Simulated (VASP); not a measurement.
# Re (Fd-3m) in VASP: notebook

The runs below take Re through single point, with PBE.

Program: VASP 6.6.1. These are calculated values, not measurements. Logs are shortened: lines on timing, memory, paths and dates and some standing lists are left out, and cuts for length are marked.

## 1. The cell of the first run

It takes space group Fd-3m (No. 227, cubic). Conventional cell: a = 4.631 Å, b = 4.631 Å, c = 4.631 Å, α = 90.00°, β = 90.00°, γ = 90.00°. Within 2.7 Å of Re (site symmetry -43m) lie 4 Re at 2.01 Å.

## 2. Single point, PBE (volume scaled by 0.55)

File INCAR:

```
SYSTEM = Re
ALGO     = Normal         ! electronic algorithm
EDIFF    = 1E-7           ! SCF threshold, eV
ENCUT    = 520            ! plane-wave cutoff, eV
GGA      = PE             ! functional
ISIF     = 2              ! what is computed and relaxed
ISMEAR   = -1             ! smearing method
LASPH    = .True.         ! aspherical terms in the spheres
LCHARG   = .True.         ! write CHGCAR
LELF     = .True.         ! ELF
LREAL    = .False.        ! projectors in reciprocal space
LVHAR    = .True.       
LWAVE    = .False.        ! write WAVECAR
NBANDS   = 14             ! bands
NELM     = 100            ! most SCF steps
PREC     = Accurate       ! precision mode
SIGMA    = 0.1            ! smearing width, eV
```

File KPOINTS:

```
k-points
0
Gamma
  12 12 12
  0 0 0
```

File POSCAR:

```
Re
1.0
    0.0000000000      2.3154327783      2.3154327783
    2.3154327783      0.0000000000      2.3154327783
    2.3154327783      2.3154327783      0.0000000000
Re
2
Direct
   -0.1250000000     -0.1250000000     -0.1250000000
    0.1250000000      0.1250000000      0.1250000000
```

Potentials or basis: VASP PAW PBE potentials, release 64 (Re).

The run is started by

```
> cat potpaw_PBE.64/Re/POTCAR > POTCAR
> mpirun -np 1 vasp_std > vasp.out
```

OUTCAR:

```text
SYSTEM = Re
   EDIFF = 1E-7
   ENCUT = 520
   GGA = PE
   ISIF = 2
   ISMEAR = -1
   LASPH = .True.
   LREAL = .False.
   NELM = 100
   PREC = Accurate

 ion  position               nearest neighbor table
   1  0.875  0.875  0.875-   2 2.01   2 2.01   2 2.01   2 2.01
   2  0.125  0.125  0.125-   1 2.01   1 2.01   1 2.01   1 2.01

  LATTYP: Found a face centered cubic cell.
 ALAT       =     4.6308655566

  Lattice vectors:

 A1 = (   0.0000000000,   2.3154327783,   2.3154327783)
 A2 = (   2.3154327783,   0.0000000000,   2.3154327783)
 A3 = (   2.3154327783,   2.3154327783,   0.0000000000)

Analysis of symmetry for initial positions (statically):
=====================================================================
 Subroutine PRICEL returns:
 Original cell was already a primitive cell.

 Routine SETGRP: Setting up the symmetry group for a
 face centered cubic supercell.

 Subroutine GETGRP returns: Found 48 space group operations
 (whereof 12 operations were pure point group operations)
 out of a pool of 48 trial point group operations.

The static configuration has the point symmetry D_3d.
 The point group associated with its full space group is O_h .

Analysis of symmetry for dynamics (positions and initial velocities):
=====================================================================
 Subroutine PRICEL returns:
 Original cell was already a primitive cell.

 Routine SETGRP: Setting up the symmetry group for a
 face centered cubic supercell.

 Subroutine GETGRP returns: Found 48 space group operations
 (whereof 12 operations were pure point group operations)
 out of a pool of 48 trial point group operations.

The dynamic configuration has the point symmetry D_3d.
 The point group associated with its full space group is O_h .

 Subroutine INISYM returns: Found 48 space group operations
 (whereof 12 operations are pure point group operations),
 and found     1 'primitive' translations

----------------------------------------------------------------------------------------

                                     Primitive cell

  volume of cell :      24.8271

  direct lattice vectors                    reciprocal lattice vectors
     0.000000000  2.315432778  2.315432778    -0.215942352  0.215942352  0.215942352
     2.315432778  0.000000000  2.315432778     0.215942352 -0.215942352  0.215942352
     2.315432778  2.315432778  0.000000000     0.215942352  0.215942352 -0.215942352

  length of vectors
     3.274516438  3.274516438  3.274516438     0.374023125  0.374023125  0.374023125

  position of ions in fractional coordinates (direct lattice)
     0.875000000  0.875000000  0.875000000
     0.125000000  0.125000000  0.125000000

  ion indices of the primitive-cell ions
   primitive index   ion index
                 1           1
                 2           2

----------------------------------------------------------------------------------------

 KPOINTS: k-points

Automatic generation of k-mesh.
 Grid dimensions read from file:
 generate k-points for:   12   12   12

 Generating k-lattice:

  Cartesian coordinates                     Fractional coordinates (reciprocal lattice)
    -0.017995196  0.017995196  0.017995196     0.083333333  0.000000000  0.000000000
     0.017995196 -0.017995196  0.017995196     0.000000000  0.083333333  0.000000000
     0.017995196  0.017995196 -0.017995196     0.000000000  0.000000000  0.083333333

  Length of vectors
     0.031168594  0.031168594  0.031168594

  Shift w.r.t. Gamma in fractional coordinates (k-lattice)
     0.000000000  0.000000000  0.000000000

 Subroutine IBZKPT returns following result:
 ===========================================

 Found     72 irreducible k-points:

 Following reciprocal coordinates:
            Coordinates               Weight
  0.000000  0.000000  0.000000      1.000000
  0.083333  0.000000  0.000000      8.000000
  0.166667  0.000000  0.000000      8.000000
  0.250000  0.000000  0.000000      8.000000
  0.333333  0.000000  0.000000      8.000000
  0.416667  0.000000  0.000000      8.000000
[... 16 lines left out ...]
  0.500000  0.166667  0.000000     24.000000
 -0.416667  0.166667  0.000000     24.000000
 [... further k-points ...]
   k-points           NKPTS =     72   k-points in BZ     NKDIM =     72   number of bands    NBANDS=     14
   number of dos      NEDOS =    301   number of ions     NIONS =      2
   total plane-waves  NPLWV =  13824
   dimension x,y,z NGX =    24 NGY =   24 NGZ =   24
   dimension x,y,z NGXF=    48 NGYF=   48 NGZF=   48
   ions per type =               2
   NGX,Y,Z   is equivalent  to a cutoff of  12.18, 12.18, 12.18 a.u.
   NGXF,Y,Z  is equivalent  to a cutoff of  24.37, 24.37, 24.37 a.u.
 SYSTEM =  Re
   PREC   = accura    normal or accurate (medium, high low for compatibility)
   ISTART =      0    job   : 0-new  1-cont  2-samecut
   ICHARG =      2    charge: 1-file 2-atom 10-const
   ISPIN  =      1    spin polarized calculation?
   LNONCOLLINEAR =      F non collinear calculations
   LSORBIT =      F    spin-orbit coupling
   LASPH  =      T    aspherical Exc in radial PAW
   ENCUT  =  520.0 eV  38.22 Ry    6.18 a.u.   6.09  6.09  6.09*2*pi/ulx,y,z
   NELM   =    100;   NELMIN=  2; NELMDL= -5     # of ELM steps
   EDIFF  = 0.1E-06   stopping-criterion for ELM
   LREAL  =      F    real-space projection
   EDIFFG = 0.1E-05   stopping-criterion for IOM
   NSW    =      0    number of steps for IOM
   IBRION =     -1    ionic relax: 0-MD 1-quasi-New 2-CG
   NFREE  =      0    steps in history (QN), initial steepest desc. (CG)
   ISIF   =      2    stress and relaxation
   ISYM   =      2    0-nonsym 1-usesym 2-fastsym
   POTIM  = 0.5000    time-step for ionic-motion
   TEBEG  =    0.0;   TEEND  =   0.0 temperature during run
   PSTRESS=    0.0 pullay stress
   NELECT =      14.0000    total number of electrons
   NUPDOWN=      -1.0000    fix difference up-down
   EMIN   =  10.00;   EMAX   =-10.00  energy-range for DOS
   EFERMI =   0.00;   METHOD = LEGACY
   ISMEAR =    -1;   SIGMA  =   0.10  broadening in eV -4-tet -1-fermi 0-gaus
   EFERMI_NEDOS =   21; number of points for ismear=-14 and -15
   IALGO  =     38    algorithm
   IMIX   =      4    mixing-type and parameters
     AMIX     =   0.40;   BMIX     =  1.00
     AMIX_MAG =   1.60;   BMIX_MAG =  1.00
  volume/ion in A,a.u.               =      12.41        83.77
  Fermi-wavevector in a.u.,A,eV,Ry     =   1.352515  2.555882 24.889084  1.829296
  Thomas-Fermi vector in A             =   2.479847
   LORBIT       =      0    0 simple, 1 ext, 2 COOP (PROOUT), +10 PAW based schemes
   GGA     = PE    functional components
   LHFCALC =     F    Hartree Fock is set to
   AEXX    =    0.0000 exact exchange contribution
   IVDW    =     0    specifies the selected vdW correction
   LEPSILON=     F    determine dielectric tensor
   LRPA    =     F    only Hartree local field effects (RPA)
 non-spin polarized calculation
  energy-cutoff  :      520.00
  volume of cell :       24.83
 maximum number of plane-waves:       692
   NGX = 13   NGY = 13   NGZ = 13

 number of electron      14.0000001 magnetization

 Free energy of the ion-electron system (eV)
  ---------------------------------------------------
  ext. energy  EPLUGINS =         0.00000000
  ---------------------------------------------------
  free energy    TOTEN  =        -9.46869821 eV

  energy without entropy =       -9.43420434  energy(sigma->0) =       -9.45145127

 E-fermi :  10.6486     XC(G=0): -14.1520

 val. band max:       10.6022049064   @ k =   0.5000   0.3333   0.0000
 cond. band min:      10.6657840411   @ k =   0.0833   0.0833   0.0000
 fundamental gap:      0.0635791347
 Fermi energy:        10.6485965546

 k-point     1 :       0.0000    0.0000    0.0000
  band No.  band energies     occupation
      1       0.1299      2.00000
      2       3.0523      2.00000
      3       3.0523      2.00000
      4       6.4320      2.00000
      5       6.4320      2.00000
      6       6.4320      2.00000
      7      11.5311      0.00029
      8      11.5311      0.00029
      9      11.5311      0.00029
     10      18.9084      0.00000
     11      18.9084      0.00000
     12      22.5142      0.00000
     13      25.2226      0.00000
     14      25.2226      0.00000

 k-point     2 :       0.0833    0.0000    0.0000
  band No.  band energies     occupation
      1       0.3747      2.00000
      2       2.9517      2.00000
      3       2.9517      2.00000
      4       6.3585      2.00000
      5       6.6678      2.00000
      6       6.6678      2.00000
      7      11.0251      0.04528
      8      11.4303      0.00081
      9      11.4303      0.00081
     10      18.8448      0.00000
     11      18.8448      0.00000
     12      22.2453      0.00000
     13      25.3319      0.00000
     14      25.3319      0.00000

 k-point     3 :       0.1667    0.0000    0.0000
  band No.  band energies     occupation
      1       1.0523      2.00000
      2       2.7920      2.00000
      3       2.7920      2.00000
      4       6.2000      2.00000
      5       7.0808      2.00000
      6       7.0808      2.00000
      7       9.8317      1.99943
      8      11.3067      0.00277
      9      11.3068      0.00277
     10      18.6513      0.00000
     11      18.6513      0.00000
     12      22.2026      0.00000
     13      25.6905      0.00000
     14      25.6905      0.00000
[... 324 lines left out ...]
 k-point    23 :       0.5000    0.1667    0.0000
  band No.  band energies     occupation
      1       1.8628      2.00000
      2       2.9133      2.00000
      3       3.9688      2.00000
      4       5.7688      2.00000
      5       5.9492      2.00000
      6       7.4638      2.00000
      7      10.5643      1.39820
      8      12.3417      0.00000
      9      13.1409      0.00000
     10      16.4455      0.00000
     11      16.9478      0.00000
     12      17.6650      0.00000
     13      24.6835      0.00000
     14      25.6206      0.00000

 k-point    24 :      -0.4167    0.1667    0.0000
  band No.  band energies     occupation
      1       1.9874      2.00000
      2       3.2132      2.00000
      3       3.2205      2.00000
      4       5.9046      2.00000
      5       6.6013      2.00000
      6       6.9304      2.00000
      7      11.1104      0.01955
      8      12.3025      0.00000
      9      13.0265      0.00000
     10      15.4314      0.00000
     11      17.3702      0.00000
     12      17.7855      0.00000
     13      24.6961      0.00000
     14      25.8830      0.00000

 [... further k-points ...]

------------------------ aborting loop because EDIFF is reached ----------------------------------------

  FORCE on cell =-STRESS in cart. coord.  units (eV):
  Direction    XX          YY          ZZ          XY          YZ          ZX
  --------------------------------------------------------------------------------------
  -------------------------------------------------------------------------------------
  Total       48.2574184     48.2574184     48.2574184     -0.0000000      0.0000000      0.0000000
  in kB     3114.2117597   3114.2117597   3114.2117597     -0.0000000      0.0000000      0.0000000
  external PRESSURE =    3114.2117597 kB  Pullay stress =       0.0000000 kB

 VOLUME and BASIS-vectors are now :
 -----------------------------------------------------------------------------
  energy-cutoff  :      520.00
  volume of cell :       24.83
      direct lattice vectors                 reciprocal lattice vectors
     0.000000000  2.315432778  2.315432778    -0.215942352  0.215942352  0.215942352
     2.315432778  0.000000000  2.315432778     0.215942352 -0.215942352  0.215942352
     2.315432778  2.315432778  0.000000000     0.215942352  0.215942352 -0.215942352

 POSITION                                       TOTAL-FORCE (eV/Angst)
 -----------------------------------------------------------------------------------
      4.05201      4.05201      4.05201        -0.000000      0.000000      0.000000
      0.57886      0.57886      0.57886         0.000000     -0.000000     -0.000000
 -----------------------------------------------------------------------------------
    total drift:                                0.000000      0.000000      0.000000

  FREE ENERGIE OF THE ION-ELECTRON SYSTEM (eV)
  ---------------------------------------------------
  free  energy   TOTEN  =        -9.4686982102 eV

  energy  without entropy=       -9.4342043375  energy(sigma->0) =       -9.45145127
```

Wall time 13 s (1 thread of Intel Xeon Platinum 8375C at 2.90GHz (Ice Lake), shared host); peak memory 0.15 GiB.

What came out:

| Quantity | Value |
| --- | --- |
| Free energy | -9.4687 eV |
| Pressure | 311.4 GPa |
| Band gap on the k mesh | zero (band 7 reaches 11.53 eV, above the bottom of band 8 at 9.65 eV) |

Caveat: spin-orbit coupling is left out, which moves the levels of the heavy elements.

## 3. Single point, PBE (volume scaled by 0.75)

File INCAR:

```
SYSTEM = Re
PREC = Accurate
ENCUT = 520
EDIFF = 1E-6
ISMEAR = -1
SIGMA = 0.1
LREAL = .False.
LASPH = .True.
NELM = 80
ALGO = Normal
ISIF = 2
LWAVE = .False.
LCHARG = .True.
GGA = PE
LELF = .True.
LVHAR = .True.
NBANDS = 14
```

File KPOINTS:

```
regular mesh
0
Gamma
  12 12 12
  0 0 0
```

File POSCAR:

```
Re
1.0
    0.0000000000      2.5676256273      2.5676256273
    2.5676256273      0.0000000000      2.5676256273
    2.5676256273      2.5676256273      0.0000000000
Re
2
Direct
   -0.1250000000     -0.1250000000     -0.1250000000
    0.1250000000      0.1250000000      0.1250000000
```

Potentials or basis: VASP PAW PBE potentials, release 64 (Re).

The run is started by

```
> cat potpaw_PBE.64/Re/POTCAR > POTCAR
> mpirun -np 1 vasp_std > vasp.out
```

Run time: 24 s. Hardware: 1 thread of Intel Xeon Platinum 8375C at 2.90GHz (Ice Lake), shared host; peak memory 0.17 GiB.

It converged, with:

```yaml
Free_energy: -19.4608 eV
Pressure: 84.9 GPa
Band_gap_on_the_k_mesh: zero (band 7 reaches 7.15 eV, above the bottom of band 8 at 5.31 eV)
```

Levels at points of the mesh, in eV from the Fermi level:
| k point | band 3 | band 4 | band 5 | band 6 | band 7 | band 8 | band 9 | band 10 | band 11 | band 12 |
| --- | --- | --- | --- | --- | --- | --- | --- | --- | --- | --- |
| (0.00, 0.00, 0.00) | -4.64 | -2.95 | -2.95 | -2.95 | 0.81 | 0.81 | 0.81 | 5.95 | 5.95 | 11.97 |
| (0.50, 0.00, 0.00) | -4.21 | -4.21 | -3.51 | -3.51 | -0.76 | 2.49 | 2.49 | 4.56 | 4.56 | 5.20 |
| (0.50, 0.50, 0.00) | -3.44 | -3.44 | -1.60 | -1.60 | -0.42 | -0.42 | 5.01 | 5.01 | 5.73 | 5.73 |

Caveat: spin-orbit coupling is left out, which moves the levels of the heavy elements.

## 4. Single point, PBE (volume scaled by 0.85)

File INCAR:

```
SYSTEM = Re
PREC     = Accurate       ! precision mode
ENCUT    = 520            ! plane-wave cutoff, eV
EDIFF    = 1E-7           ! SCF threshold, eV
ISMEAR   = -1             ! smearing method
SIGMA    = 0.1            ! smearing width, eV
LREAL    = .False.        ! projectors in reciprocal space
LASPH    = .True.         ! aspherical terms in the spheres
NELM     = 80             ! most SCF steps
ALGO     = Normal         ! electronic algorithm
ISIF     = 2              ! what is computed and relaxed
LWAVE    = .False.        ! write WAVECAR
LCHARG   = .False.        ! write CHGCAR
GGA      = PE             ! functional
NBANDS   = 14             ! bands
```

KPOINTS is that of step 3.

File POSCAR:

```
Re
1.0
    0.0000000000      2.6770157262      2.6770157262
    2.6770157262      0.0000000000      2.6770157262
    2.6770157262      2.6770157262      0.0000000000
Re
2
Direct
   -0.1250000000     -0.1250000000     -0.1250000000
    0.1250000000      0.1250000000      0.1250000000
```

The run is started by

```
> cat potpaw_PBE.64/Re/POTCAR > POTCAR
> mpirun -np 1 vasp_std > vasp.out
```

Run time: 26 s. Hardware: 1 thread of Intel Xeon Platinum 8375C at 2.90GHz (Ice Lake), shared host; peak memory 0.18 GiB.

The run converged. Its results:

```
Free energy            : -21.1178 eV
Pressure               : 36.8 GPa
Band gap on the k mesh : zero (band 7 reaches 5.70 eV, above the bottom of band 8 at 4.04 eV)
```

Levels at points of the mesh, in eV from the Fermi level:
```tsv
k point	band 3	band 4	band 5	band 6	band 7	band 8	band 9	band 10	band 11	band 12
(0.00, 0.00, 0.00)	-3.82	-2.61	-2.61	-2.61	0.74	0.74	0.74	5.09	5.09	11.72
(0.50, 0.00, 0.00)	-3.46	-3.46	-2.98	-2.98	-0.87	2.11	2.11	3.96	3.96	4.71
(0.50, 0.50, 0.00)	-2.91	-2.91	-1.82	-1.82	-0.18	-0.18	4.39	4.39	5.18	5.18
```

Caveat: spin-orbit coupling is left out, which moves the levels of the heavy elements.

## 5. Single point, PBE (volume scaled by 0.85)

File INCAR:

```
  ALGO = Normal
  EDIFF = 1E-6
  ENCUT = 520
  GGA = PE
  ISIF = 2
  ISMEAR = -1
  LASPH = True
  LCHARG = False
  LREAL = False
  LWAVE = False
  NBANDS = 14
  NELM = 80
  PREC = Accurate
  SIGMA = 0.1
```

File KPOINTS:

```
k-points
0
Gamma
  12 12 12
```

POSCAR is that of step 4.

The run is started by

```
> cat potpaw_PBE.64/Re/POTCAR > POTCAR
> mpirun -np 1 vasp_std > vasp.out
```

It took 25 s on 1 thread of Intel Xeon Platinum 8375C at 2.90GHz (Ice Lake), shared host; peak memory 0.18 GiB.

It converged, with:

| Property | Result |
| --- | --- |
| Free energy | -21.1178 eV |
| Pressure | 36.8 GPa |
| Band gap on the k mesh | zero (band 7 reaches 5.70 eV, above the bottom of band 8 at 4.04 eV) |

Levels at points of the mesh, in eV from the Fermi level:
```tsv
k point	band 3	band 4	band 5	band 6	band 7	band 8	band 9	band 10	band 11	band 12
(0.00, 0.00, 0.00)	-3.82	-2.61	-2.61	-2.61	0.74	0.74	0.74	5.09	5.09	11.72
(0.50, 0.00, 0.00)	-3.46	-3.46	-2.98	-2.98	-0.87	2.11	2.11	3.96	3.96	4.71
(0.50, 0.50, 0.00)	-2.91	-2.91	-1.82	-1.82	-0.18	-0.18	4.39	4.39	5.18	5.18
```

Caveat: spin-orbit coupling is left out, which moves the levels of the heavy elements.

## 6. The runs side by side

| cell | gap on the mesh (eV) | pressure (GPa) |
| --- | --- | --- |
| a = 3.275 Å, angles 60.0°, 2 atoms | none | 311.4 |
| a = 3.631 Å, angles 60.0°, 2 atoms | none | 84.9 |
| a = 3.786 Å, angles 60.0°, 2 atoms | none | 36.8 |

Alike in all rows: task single point; level PBE; potentials or basis VASP PAW PBE potentials, release 64 (Re); no spin polarisation; k mesh 12 × 12 × 12; cutoff (eV) 520; smearing fermi-dirac 0.1 eV.

Caveats: spin-orbit coupling is left out, which moves the levels of the heavy elements.

Total energies depend on the potentials used, so only differences within one code and one set of settings carry meaning.
